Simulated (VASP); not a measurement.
Input of a VASP 6.6.1 run:

INCAR

```
SYSTEM = GaP
  PREC = Accurate
  ENCUT = 520
  EDIFF = 1E-6
  ISMEAR = -4
  SIGMA = 0.02
  LREAL = .False.
  LASPH = .True.
  NELM = 80
  ALGO = Normal
  ISIF = 2
  LWAVE = .False.
  LCHARG = .True.
  GGA = PE
  LELF = .True.
  LVHAR = .True.
  NBANDS = 16
  ISYM = 0
```

The input KPOINTS:

```
Automatic mesh
0
Gamma
  8 8 8
  0 0 0
```

Contents of POSCAR:

```
GaP
1.0
   -0.0000204821      2.7529635487      2.7529878057
    2.7529813452     -0.0000109075      2.7529782311
    2.7529902604      2.7529628893     -0.0000198228
Ga P
1 1
Direct
   -0.0001321600      0.0005401197     -0.0000321223
    0.7498668748      0.7505404825      0.7499672041
```

Potentials or basis: VASP PAW PBE potentials, release 64 (Ga_d, P).

Run with:

```bash
$ cat potpaw_PBE.64/Ga_d/POTCAR potpaw_PBE.64/P/POTCAR > POTCAR
$ mpirun -np 1 vasp_std > vasp.out
```

Problem. Estimate the pressure.

Solution. -0.1 GPa.

Problem. What does it give for the band gap on the k mesh?

Solution. 1.58 eV.

A k mesh can miss the band edges.
